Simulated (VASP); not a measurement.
Write the native input for VASP 6.6.1 that does the following.

```
Task                   : single point
Functional             : PBE
Potentials or basis    : VASP PAW PBE potentials, release 64 (Sr_sv, Br)
Cutoff                 : 520 eV
k mesh                 : 6 × 6 × 6
Occupations            : gaussian, width 0.1 eV
Spin                   : no spin polarisation
Dipole correction      : no
Further INCAR settings : ALGO = Normal; EDIFF = 1e-06; NBANDS = 28
```

The structure of Sr2Br3 lies in POSCAR:

```
Sr2Br3
1.0
    5.9652484767      0.0000000000      0.0000000000
    0.0000000000      5.9652484767      0.0000000000
    0.0000000000      0.0000000000      5.9652484767
Sr Br
2 3
Direct
    0.0000000000      0.0000000000      0.0000000000
    0.5000000000      0.5000000000      0.5000000000
    0.0000000000      0.5000000000      0.5000000000
    0.5000000000      0.0000000000      0.5000000000
    0.5000000000      0.5000000000      0.0000000000
```

One way to write it, as run:

INCAR

```
ALGO     = Normal         # electronic algorithm
EDIFF    = 1E-6           # SCF threshold, eV
ENCUT    = 520            # plane-wave cutoff, eV
GGA      = PE             # functional
ISIF     = 2              # what is computed and relaxed
ISMEAR   = 0              # smearing method
LASPH    = T              # aspherical terms in the spheres
LCHARG   = F              # write CHGCAR
LREAL    = F              # projectors in reciprocal space
LWAVE    = F              # write WAVECAR
NBANDS   = 28             # bands
NELM     = 100            # most SCF steps
PREC     = Accurate       # precision mode
SIGMA    = 0.1            # smearing width, eV
```

KPOINTS

```
k-points
0
Gamma
  6 6 6
```

Potentials or basis: VASP PAW PBE potentials, release 64 (Sr_sv, Br).

Run with:

```sh
$ cat potpaw_PBE.64/Sr_sv/POTCAR potpaw_PBE.64/Br/POTCAR > POTCAR
$ mpirun -np 1 vasp_std > vasp.out
```

It gave:

```json
{
 "Pressure": "0.0 GPa"
}
```

Caveat: an odd number of electrons without spin polarisation forces a metal; a magnetic or distorted state may lie lower.

Run time: 51 s on 1 thread of Intel(R) Xeon(R) 6975P-C (Granite Rapids), with other jobs on the host, peak memory 0.37 GiB.
